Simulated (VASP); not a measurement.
## MoW14 (a cell with a defect): single point with PBEsol

System: MoW14 (a cell with a defect).

```xyz
15
Lattice="6.3200 0.0000 0.0000 0.0000 6.3200 0.0000 0.0000 0.0000 6.3200" Properties=species:S:1:pos:R:3 pbc="T T T"
Mo   -0.5935    0.5912   -0.5951
W     3.1344   -0.0235    0.0196
W     0.0212    3.1833    0.0196
W     0.0212   -0.0235    3.1328
W     1.5700    1.5830    1.5684
W     3.1912    3.1264   -0.0137
W     3.1912    0.0098    3.1897
W     4.7093    1.6084    1.6388
W    -0.0122    3.1264    3.1897
W     1.5549    4.7627    1.5534
W     1.6404    1.6084    4.7077
W     3.1582    3.1595    3.1566
W     4.7346    4.7477    1.5684
W     1.5700    4.7477    4.7331
W     4.7093    4.6773    4.7077
```

* Program: VASP 6.6.1
* Task: single point
* Functional: PBEsol
* Potentials or basis: VASP PAW PBE potentials, release 64 (Mo_sv, W_sv)
* Cutoff: 520 eV
* k mesh: 3 × 3 × 3
* Occupations: gaussian, width 0.1 eV
* Spin: no spin polarisation
* Dipole correction: no
* Further INCAR settings: LREAL = Auto; ALGO = Normal; EDIFF = 1e-06; NBANDS = 118

The pressure is -7.3 GPa. The largest force is 0.034 eV/Å.

Forces in eV/Å, atoms in the order of the input:
```
Mo  -0.002  0.002 -0.002
W    0.005  0.002 -0.002
W   -0.002 -0.005 -0.002
W   -0.002  0.002  0.005
W   -0.011  0.000 -0.011
W    0.016 -0.016  0.021
W    0.016 -0.021  0.016
W   -0.004  0.004 -0.010
W    0.021 -0.016  0.016
W   -0.020  0.020 -0.020
W   -0.010  0.004 -0.004
W    0.009 -0.009  0.009
W    0.000  0.011 -0.011
W   -0.011  0.011  0.000
W   -0.004  0.010 -0.004
```

Stress tensor (GPa, compression positive):
```
-7.33  1.99 -1.99
 1.99 -7.33  1.99
-1.99  1.99 -7.33
```

Levels at points of the mesh, in eV from the Fermi level:
```tsv
k point	band 102	band 103	band 104	band 105	band 106	band 107	band 108	band 109
(0.00, 0.00, 0.00)	-0.26	-0.09	0.01	0.01	0.76	0.76	0.93	1.05
```

Wall time 5.3 min on 1 thread of Intel(R) Xeon(R) Platinum 8375C CPU @ 2.90GHz (Ice Lake), on a shared host, peak memory 0.39 GiB.

Caveat: the PAW data sets were made with another functional, which shifts forces and pressure a little; spin-orbit coupling is left out, which moves the levels of the heavy elements.
